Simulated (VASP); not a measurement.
**Ca: single point with PBE**

System: Ca, a slab with vacuum.

```
CELL_PARAMETERS angstrom
3.95160 0.00000 0.00000
-1.97580 3.42218 0.00000
0.00000 0.00000 27.67939
ATOMIC_POSITIONS crystal
Ca 0.66667 0.33333 0.32515
Ca 0.33333 0.66667 0.44172
Ca 0.00000 0.00000 0.55505
Ca 0.66667 0.33333 0.66573
```

```json
{"Program": "VASP 6.6.1", "Task": "single point", "Functional": "PBE", "Potentials or basis": "VASP PAW PBE potentials, release 64 (Ca_sv)", "Cutoff": "520 eV", "k mesh": "24 × 24 × 1", "Occupations": "gaussian, width 0.1 eV", "Spin": "no spin polarisation"}
```

```
Largest force          : 0.142 eV/Å
Band gap on the k mesh : zero (bands 20 and 21 overlap by 0.29 eV)
```

Forces in eV/Å, atoms in the order of the input:
```
Ca   0.000  0.000  0.117
Ca   0.000  0.000 -0.142
Ca   0.000  0.000 -0.005
Ca   0.000  0.000  0.030
```

Levels at points of the mesh, in eV from the Fermi level:
| k point | band 16 | band 17 | band 18 | band 19 | band 20 | band 21 | band 22 | band 23 | band 24 | band 25 |
| --- | --- | --- | --- | --- | --- | --- | --- | --- | --- | --- |
| (0.00, 0.00, 0.00) | -22.95 | -3.88 | -3.38 | -2.56 | -1.57 | -0.06 | 0.39 | 0.91 | 1.51 | 2.06 |
| (0.50, 0.00, 0.00) | -22.97 | -1.02 | -0.85 | -0.65 | -0.54 | -0.06 | 0.28 | 0.50 | 0.65 | 0.67 |

It took 13 min on 1 thread of Intel(R) Xeon(R) 6975P-C (Granite Rapids) (shared host), peak memory 0.76 GiB.
